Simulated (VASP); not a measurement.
Wanted: the native input for a VASP 6.6.1 run.

- Task: single point
- Functional: HSE06
- Potentials or basis: VASP PAW PBE potentials, release 64 (Sr_sv, Cl)
- Cutoff: 520 eV
- k mesh: 4 × 4 × 4
- Occupations: gaussian, width 0.01 eV
- Spin: no spin polarisation
- Dipole correction: no
- Grid for exact exchange (PRECFOCK): Normal
- Further INCAR settings: ALGO = Normal; EDIFF = 1e-06; NBANDS = 19
- Share of exact exchange: 0.25
- Screening parameter: 0.2079 1/Å

SrCl2:

```
Sr Cl
1.0
    -0.03171    3.46601    3.46601
     3.46601   -0.03171    3.46601
     3.46601    3.46601   -0.03171
Sr Cl
1 2
Direct
  0.00000 0.00000 0.00000
  0.25094 0.25094 0.25094
  0.74906 0.74906 0.74906
```

This cell differs from its parent crystal: strain along [111] -1.4%.

The input as run:

POSCAR

```
SrCl2
1.0
   -0.0317126440      3.4660054413      3.4660054413
    3.4660054413     -0.0317126440      3.4660054413
    3.4660054413      3.4660054413     -0.0317126440
Sr Cl
1 2
Direct
    0.0000000000      0.0000000000      0.0000000000
    0.2509350007      0.2509350007      0.2509350007
    0.7490649993      0.7490649993      0.7490649993
```

INCAR.step1

```
SYSTEM = SrCl2
  ALGO = Normal
  EDIFF = 1E-5
  ENCUT = 520
  GGA = PE
  ISIF = 2
  ISMEAR = 0
  LASPH = .True.
  LCHARG = .False.
  LREAL = .False.
  LWAVE = .True.
  NBANDS = 19
  NELM = 100
  PREC = Accurate
  SIGMA = 0.01
```

INCAR.step2

```
SYSTEM = SrCl2
  ALGO = Normal
  EDIFF = 1E-6
  ENCUT = 520
  GGA = PE
  HFSCREEN = 0.2079
  ISIF = 2
  ISMEAR = 0
  ISTART = 1
  LASPH = .True.
  LCHARG = .False.
  LHFCALC = .True.
  LREAL = .False.
  LWAVE = .False.
  NBANDS = 19
  NELM = 100
  PREC = Accurate
  PRECFOCK = Normal
  SIGMA = 0.01
```

KPOINTS

```
k-points
0
Gamma
  4 4 4
  0 0 0
```

Potentials or basis: VASP PAW PBE potentials, release 64 (Sr_sv, Cl).

Command:

```bash
$ cat potpaw_PBE.64/Sr_sv/POTCAR potpaw_PBE.64/Cl/POTCAR > POTCAR
$ cp INCAR.step1 INCAR
$ mpirun -np 1 vasp_std > vasp.out
$ cp INCAR.step2 INCAR
$ mpirun -np 1 vasp_std > vasp.out
```

Results of the run:

```yaml
Pressure: 0.8 GPa
Largest_force: 0.008 eV/Å
Band_gap_on_the_k_mesh: 6.64 eV (least direct gap 6.81 eV)
```

Caveat: the cell differs from its parent crystal (strain along [111] -1.4%); the PAW data sets were made with another functional, which shifts forces and pressure a little.

It took 13 min on 1 thread of Intel(R) Xeon(R) 6975P-C (Granite Rapids) (shared host), peak memory 0.33 GiB.
